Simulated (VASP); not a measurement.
# AlNi (Cmmm) in VASP: single point with PBEsol

Aim: the single point of AlNi with PBEsol.

All numbers are computed with VASP 6.6.1; they aren't measurements. Logs are shortened: lines on timing, memory, paths and dates and some standing lists are left out, and cuts for length are marked.

**1. The cell of the first run**

The structure is orthorhombic, space group Cmmm (No. 65). Conventional cell: a = 3.877 Å, b = 3.906 Å, c = 3.099 Å, α = 90.00°, β = 90.00°, γ = 90.00°. Within 3.3 Å of Al (site symmetry mmm) lie 8 Ni at 2.48 to 2.49 Å and 6 Al at 2.75 to 3.10 Å. Ni (site symmetry mmm) has 8 Al at 2.48 to 2.49 Å and 6 Ni at 2.75 to 3.10 Å within 3.3 Å.

**2. Single point, PBEsol, collinear spin, ferromagnetic start**

File INCAR:

```
SYSTEM = AlNi
PREC = Accurate
ENCUT = 520
EDIFF = 1E-7
ISMEAR = 1
SIGMA = 0.2
LREAL = .FALSE.
LASPH = .TRUE.
NELM = 150
ALGO = Normal
ISIF = 2
LWAVE = .FALSE.
LCHARG = .FALSE.
ISPIN = 2
MAGMOM = 0 1.5
LORBIT = 11
LMAXMIX = 4
GGA = PS
NBANDS = 18
```

File KPOINTS:

```
Automatic mesh
0
G
  10 10 9
  0 0 0
```

File POSCAR:

```
AlNi
1.0
    1.9386940000     -1.9531900000      0.0000000000
    1.9386940000      1.9531900000      0.0000000000
    0.0000000000      0.0000000000      3.0994300000
Al Ni
1 1
Direct
    0.0000000000      0.0000000000      0.0000000000
    0.5000000000      0.5000000000      0.5000000000
```

Potentials or basis: VASP PAW PBE potentials, release 64 (Al, Ni).

Started as:

```
$ cat potpaw_PBE.64/Al/POTCAR potpaw_PBE.64/Ni/POTCAR > POTCAR
$ mpirun -np 1 vasp_std > vasp.out
```

OUTCAR:

```text
SYSTEM = AlNi
   PREC = Accurate
   ENCUT = 520
   EDIFF = 1E-7
   ISMEAR = 1
   LREAL = .FALSE.
   LASPH = .TRUE.
   NELM = 150
   ISIF = 2
   ISPIN = 2
   LORBIT = 11
   GGA = PS

 ion  position               nearest neighbor table
   1  0.000  0.000  0.000-   2 2.48   2 2.48   2 2.48   2 2.48   2 2.49   2 2.49   2 2.49   2 2.49

   2  0.500  0.500  0.500-   1 2.48   1 2.48   1 2.48   1 2.48   1 2.49   1 2.49   1 2.49   1 2.49

  LATTYP: Found a base centered orthorhombic cell.
 ALAT       =     3.8773880000
 B/A-ratio  =     1.0074771986
 C/A-ratio  =     0.7993602910

  Lattice vectors:

 A1 = (   1.9386940000,  -1.9531900000,   0.0000000000)
 A2 = (   1.9386940000,   1.9531900000,   0.0000000000)
 A3 = (   0.0000000000,   0.0000000000,   3.0994300000)

Analysis of symmetry for initial positions (statically):
=====================================================================
 Subroutine PRICEL returns:
 Original cell was already a primitive cell.

 Routine SETGRP: Setting up the symmetry group for a
 base centered orthorhombic supercell.

 Subroutine GETGRP returns: Found  8 space group operations
 (whereof  8 operations were pure point group operations)
 out of a pool of  8 trial point group operations.

The static configuration has the point symmetry D_2h.

Analysis of symmetry for dynamics (positions and initial velocities):
=====================================================================
 Subroutine PRICEL returns:
 Original cell was already a primitive cell.

 Routine SETGRP: Setting up the symmetry group for a
 base centered orthorhombic supercell.

 Subroutine GETGRP returns: Found  8 space group operations
 (whereof  8 operations were pure point group operations)
 out of a pool of  8 trial point group operations.

The dynamic configuration has the point symmetry D_2h.

Analysis of structural, dynamic, and magnetic symmetry:
=====================================================================
 Subroutine PRICEL returns:
 Original cell was already a primitive cell.

 Routine SETGRP: Setting up the symmetry group for a
 base centered orthorhombic supercell.

 Subroutine GETGRP returns: Found  8 space group operations
 (whereof  8 operations were pure point group operations)
 out of a pool of  8 trial point group operations.

The overall configuration has the point symmetry D_2h.

 Subroutine INISYM returns: Found  8 space group operations
 (whereof  8 operations are pure point group operations),
 and found     1 'primitive' translations

----------------------------------------------------------------------------------------

                                     Primitive cell

  volume of cell :      23.4728

  direct lattice vectors                    reciprocal lattice vectors
     1.938694000 -1.953190000  0.000000000     0.257905580 -0.255991481  0.000000000
     1.938694000  1.953190000  0.000000000     0.257905580  0.255991481  0.000000000
     0.000000000  0.000000000  3.099430000     0.000000000  0.000000000  0.322639969

  length of vectors
     2.751996657  2.751996657  3.099430000     0.363382617  0.363382617  0.322639969

  position of ions in fractional coordinates (direct lattice)
     0.000000000  0.000000000  0.000000000
     0.500000000  0.500000000  0.500000000

  ion indices of the primitive-cell ions
   primitive index   ion index
                 1           1
                 2           2

----------------------------------------------------------------------------------------

 KPOINTS: Automatic mesh

Automatic generation of k-mesh.
 Grid dimensions read from file:
 generate k-points for:   10   10    9

 Generating k-lattice:

  Cartesian coordinates                     Fractional coordinates (reciprocal lattice)
     0.025790558 -0.025599148  0.000000000     0.100000000  0.000000000  0.000000000
     0.025790558  0.025599148  0.000000000     0.000000000  0.100000000  0.000000000
     0.000000000  0.000000000  0.035848885     0.000000000  0.000000000  0.111111111

  Length of vectors
     0.036338262  0.036338262  0.035848885

  Shift w.r.t. Gamma in fractional coordinates (k-lattice)
     0.000000000  0.000000000  0.000000000

 Subroutine IBZKPT returns following result:
 ===========================================

 Found    155 irreducible k-points:

 Following reciprocal coordinates:
            Coordinates               Weight
  0.000000  0.000000  0.000000      1.000000
  0.100000  0.000000  0.000000      4.000000
  0.200000  0.000000  0.000000      4.000000
  0.300000  0.000000  0.000000      4.000000
  0.400000  0.000000  0.000000      4.000000
  0.500000  0.000000  0.000000      2.000000
[... 16 lines left out ...]
  0.300000  0.300000  0.000000      2.000000
  0.400000  0.300000  0.000000      4.000000
 [... further k-points ...]
   k-points           NKPTS =    155   k-points in BZ     NKDIM =    155   number of bands    NBANDS=     18
   number of dos      NEDOS =    301   number of ions     NIONS =      2
   total plane-waves  NPLWV =   9600
   dimension x,y,z NGX =    20 NGY =   20 NGZ =   24
   dimension x,y,z NGXF=    40 NGYF=   40 NGZF=   48
   ions per type =               1   1
   NGX,Y,Z   is equivalent  to a cutoff of  12.08, 12.08, 12.87 a.u.
   NGXF,Y,Z  is equivalent  to a cutoff of  24.16, 24.16, 25.75 a.u.
 SYSTEM =  AlNi
   PREC   = accura    normal or accurate (medium, high low for compatibility)
   ISTART =      0    job   : 0-new  1-cont  2-samecut
   ICHARG =      2    charge: 1-file 2-atom 10-const
   ISPIN  =      2    spin polarized calculation?
   LNONCOLLINEAR =      F non collinear calculations
   LSORBIT =      F    spin-orbit coupling
   LASPH  =      T    aspherical Exc in radial PAW
   ENCUT  =  520.0 eV  38.22 Ry    6.18 a.u.   5.12  5.12  5.76*2*pi/ulx,y,z
   NELM   =    150;   NELMIN=  2; NELMDL= -5     # of ELM steps
   EDIFF  = 0.1E-06   stopping-criterion for ELM
   LREAL  =      F    real-space projection
   EDIFFG = 0.1E-05   stopping-criterion for IOM
   NSW    =      0    number of steps for IOM
   IBRION =     -1    ionic relax: 0-MD 1-quasi-New 2-CG
   NFREE  =      0    steps in history (QN), initial steepest desc. (CG)
   ISIF   =      2    stress and relaxation
   ISYM   =      2    0-nonsym 1-usesym 2-fastsym
   POTIM  = 0.5000    time-step for ionic-motion
   TEBEG  =    0.0;   TEEND  =   0.0 temperature during run
   PSTRESS=    0.0 pullay stress
   NELECT =      13.0000    total number of electrons
   NUPDOWN=      -1.0000    fix difference up-down
   EMIN   =  10.00;   EMAX   =-10.00  energy-range for DOS
   EFERMI =   0.00;   METHOD = LEGACY
   ISMEAR =     1;   SIGMA  =   0.20  broadening in eV -4-tet -1-fermi 0-gaus
   EFERMI_NEDOS =   21; number of points for ismear=-14 and -15
   IALGO  =     38    algorithm
   IMIX   =      4    mixing-type and parameters
     AMIX     =   0.40;   BMIX     =  1.00
     AMIX_MAG =   1.60;   BMIX_MAG =  1.00
  volume/ion in A,a.u.               =      11.74        79.20
  Fermi-wavevector in a.u.,A,eV,Ry     =   1.344417  2.540580 24.591957  1.807458
  Thomas-Fermi vector in A             =   2.472413
   LORBIT       =     11    0 simple, 1 ext, 2 COOP (PROOUT), +10 PAW based schemes
   GGA     = PS    functional components
   LHFCALC =     F    Hartree Fock is set to
   AEXX    =    0.0000 exact exchange contribution
   IVDW    =     0    specifies the selected vdW correction
   LEPSILON=     F    determine dielectric tensor
   LRPA    =     F    only Hartree local field effects (RPA)
 spin polarized calculation
 Methfessel and Paxton  Order N= 1 SIGMA  =   0.20
  energy-cutoff  :      520.00
  volume of cell :       23.47
 maximum number of plane-waves:       646
   NGX = 11   NGY = 11   NGZ = 11

 number of electron      13.0000022 magnetization       0.0002229

 number of electron      13.0000022 magnetization      -0.0001450

 Free energy of the ion-electron system (eV)
  ---------------------------------------------------
  ext. energy  EPLUGINS =         0.00000000
  ---------------------------------------------------
  free energy    TOTEN  =       -11.54188558 eV

  energy without entropy =      -11.54259310  energy(sigma->0) =      -11.54212142

 E-fermi :  10.1384     XC(G=0): -12.2563

 val. band max:       10.1379141129   @ k =   0.0000   0.0000   0.2222
 cond. band min:      10.1881599562   @ k =   0.4000   0.3000   0.1111
 fundamental gap:      0.0502458434
 Fermi energy:        10.1383979265

 spin component 1

 k-point     1 :       0.0000    0.0000    0.0000
  band No.  band energies     occupation
      1      -1.1363      1.00000
      2       6.7204      1.00000
      3       6.8652      1.00000
      4       8.4881      1.00000
      5       8.5074      1.00000
      6       8.8015      1.00000
[... 10 lines left out ...]
     17      33.5631      0.00000
     18      33.5695      0.00000
[... 463 lines left out ...]
 k-point    24 :       0.4000    0.3000    0.0000
  band No.  band energies     occupation
      1       3.4869      1.00000
      2       5.9929      1.00000
      3       7.4969      1.00000
      4       7.6585      1.00000
      5       7.9687      1.00000
      6       8.0010      1.00000
[... 10 lines left out ...]
     17      33.2716      0.00000
     18      34.2735      0.00000

 [... further k-points ...]

 spin component 2

 k-point     1 :       0.0000    0.0000    0.0000
  band No.  band energies     occupation
      1      -1.1363      1.00000
      2       6.7204      1.00000
      3       6.8651      1.00000
      4       8.4881      1.00000
      5       8.5074      1.00000
      6       8.8015      1.00000
[... 10 lines left out ...]
     17      33.5630      0.00000
     18      33.5691      0.00000
[... 463 lines left out ...]
 k-point    24 :       0.4000    0.3000    0.0000
  band No.  band energies     occupation
      1       3.4869      1.00000
      2       5.9929      1.00000
      3       7.4968      1.00000
      4       7.6585      1.00000
      5       7.9687      1.00000
      6       8.0010      1.00000
[... 10 lines left out ...]
     17      33.2716      0.00000
     18      34.2735      0.00000

 [... further k-points ...]

------------------------ aborting loop because EDIFF is reached ----------------------------------------

  FORCE on cell =-STRESS in cart. coord.  units (eV):
  Direction    XX          YY          ZZ          XY          YZ          ZX
  --------------------------------------------------------------------------------------
  -------------------------------------------------------------------------------------
  Total        0.5703123      0.3275761     -0.6379799     -0.0000000      0.0000000      0.0000000
  in kB       38.9276116     22.3592496    -43.5463715     -0.0000000      0.0000000      0.0000000
  external PRESSURE =       5.9134966 kB  Pullay stress =       0.0000000 kB

 VOLUME and BASIS-vectors are now :
 -----------------------------------------------------------------------------
  energy-cutoff  :      520.00
  volume of cell :       23.47
      direct lattice vectors                 reciprocal lattice vectors
     1.938694000 -1.953190000  0.000000000     0.257905580 -0.255991481  0.000000000
     1.938694000  1.953190000  0.000000000     0.257905580  0.255991481  0.000000000
     0.000000000  0.000000000  3.099430000     0.000000000  0.000000000  0.322639969

 POSITION                                       TOTAL-FORCE (eV/Angst)
 -----------------------------------------------------------------------------------
      0.00000      0.00000      0.00000        -0.000000      0.000000      0.000000
      1.93869      0.00000      1.54971         0.000000      0.000000      0.000000
 -----------------------------------------------------------------------------------
    total drift:                                0.000000      0.000000      0.000000

  FREE ENERGIE OF THE ION-ELECTRON SYSTEM (eV)
  ---------------------------------------------------
  free  energy   TOTEN  =       -11.5418855781 eV

  energy  without entropy=      -11.5425931019  energy(sigma->0) =      -11.54212142

 total charge

# of ion       s       p       d       tot
------------------------------------------
    1        0.387   0.424   0.000   0.811
    2        0.490   0.535   8.481   9.507
--------------------------------------------------
tot          0.877   0.959   8.481  10.318

 magnetization (x)

# of ion       s       p       d       tot
------------------------------------------
    1       -0.000  -0.000   0.000  -0.000
    2        0.000   0.000  -0.000  -0.000
--------------------------------------------------
tot         -0.000   0.000  -0.000  -0.000
```

It took 2.1 min on 1 thread of AMD EPYC 7R13, shared host; peak memory 0.18 GiB.

Results:

```
Free energy                                           : -11.5419 eV
Pressure                                              : 0.6 GPa
Net moment                                            : 0.00 μB per cell
Valence electrons inside the program's atomic spheres : Al 0.81; Ni 9.51
```

Stress tensor (GPa, compression positive):
```
 3.89  0.00  0.00
 0.00  2.24  0.00
 0.00  0.00 -4.35
```

Caveat: the PAW data sets were made with another functional, which shifts forces and pressure a little.
